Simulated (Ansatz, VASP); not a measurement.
**Two plane-wave programs on MgO**

File INCAR:

```
SYSTEM = MgO
ALGO = Normal
EDIFF = 1E-6
ENCUT = 600
GGA = PS
GGA_COMPAT = .False.
ISIF = 2
ISMEAR = 0
LASPH = .True.
LCHARG = .False.
LREAL = .False.
LWAVE = .False.
NBANDS = 11
NELM = 120
PREC = Accurate
SIGMA = 0.001
```

The input KPOINTS:

```
k-points
0
Gamma
  6 6 6
  0 0 0
```

Contents of POSCAR:

```
MgO
1.0
    0.0000000000      2.2820056624      2.2820056624
    2.2820056624      0.0000000000      2.2820056624
    2.2820056624      2.2820056624      0.0000000000
Mg O
1 1
Direct
    0.0000000000      0.0000000000      0.0000000000
    0.2500000000      0.2500000000      0.2500000000
```

Input for Ansatz:

```yaml
crystal:
  lattice:
    - [0.0, 2.2820056624, 2.2820056624]
    - [2.2820056624, 0.0, 2.2820056624]
    - [2.2820056624, 2.2820056624, 0.0]
  atoms:
    - { symbol: Mg, position: [0.0, 0.0, 0.0] }
    - { symbol: O, position: [0.25, 0.25, 0.25] }
kpoints:
  mp_grid: { grid: [6, 6, 6] }
hamiltonian:
  xc: pbesol
scf:
  occupations: { method: gaussian, width: 0.001 }
  n_extra_bands: 4
output:
  forces: true
  stress: true
  eigenvalues: true
```

Alike in both runs: task single point; functional PBEsol; k mesh 6 × 6 × 6; occupations gaussian, width 0.001 eV; no spin polarisation.

|  | VASP | Ansatz |
| --- | --- | --- |
| version | VASP 6.6.1 | Ansatz 0.2.0 |
| potentials or method | VASP PAW PBE potentials, release 64 (Mg, O) | plane waves |
| plane-wave cutoff (eV) | 600 | 420 |
| valence electrons in the cell | 8 | 16 |

Ansatz gave:

```
gap on the k mesh at the Fermi level (eV) : 3.53
pressure (GPa)                            : 0.9
```

Task: What did VASP give for the same quantities?

Result: gap on the k mesh at the Fermi level (eV): 3.53; pressure (GPa): 0.5.

VASP's potentials were made for PBE, not for PBEsol. With one functional, cell and mesh, what is left measures potentials, basis and numerics. VASP's potentials hold 8 valence electrons a cell and Ansatz's 16, so a difference there can come from the potentials and not from the codes.
